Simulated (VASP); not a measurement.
Set up this calculation in VASP 6.6.1, as the native input.

| Property | Result |
| --- | --- |
| Task | single point |
| Functional | PBEsol |
| Potentials or basis | VASP PAW PBE potentials, release 64 (Mn_pv, S) |
| Cutoff | 520 eV |
| k mesh | 9 × 9 × 9 |
| Occupations | fermi-dirac, width 0.05 eV |
| Spin | collinear spin, ferromagnetic start |
| Starting moments | [4.0, 0.0] μB |
| Dipole correction | no |
| Further INCAR settings | ALGO = Normal; EDIFF = 1e-06; NBANDS = 20 |

The structure of MnS lies in POSCAR:

```
MnS
1.0
    0.0000000000      2.4091054176      2.4091054176
    2.4091054176      0.0000000000      2.4091054176
    2.4091054176      2.4091054176      0.0000000000
Mn S
1 1
Direct
    0.0000000000      0.0000000000      0.0000000000
    0.7500000000      0.7500000000      0.7500000000
```

One way to write it, as run:

INCAR

```
PREC = Accurate ; ENCUT = 520
EDIFF = 1E-6 ; ISMEAR = -1
SIGMA = 0.05 ; LREAL = F
LASPH = T ; NELM = 150
ALGO = Normal ; ISIF = 2
LWAVE = F ; LCHARG = F
ISPIN = 2 ; MAGMOM = 4 0
LORBIT = 11 ; LMAXMIX = 4
GGA = PS ; NBANDS = 20
```

KPOINTS

```
Automatic mesh
0
Gamma
  9 9 9
```

Potentials or basis: VASP PAW PBE potentials, release 64 (Mn_pv, S).

Run with:

```sh
$ cat potpaw_PBE.64/Mn_pv/POTCAR potpaw_PBE.64/S/POTCAR > POTCAR
$ mpirun -np 1 vasp_std > vasp.out
```

It gave:

- Pressure: 10.2 GPa
- Net moment: 0.09 μB per cell
- Site moments: Mn +0.09; S -0.00 μB
- Valence electrons inside the program's atomic spheres: Mn 12.22; S 3.76

Caveat: the PAW data sets were made with another functional, which shifts forces and pressure a little; the moment fell far below its start of 4 μB, so a state of higher moment may lie lower in energy.

Wall time 34 s on 1 thread of Intel(R) Xeon(R) 6975P-C (Granite Rapids), with other jobs on the host, peak memory 0.19 GiB.
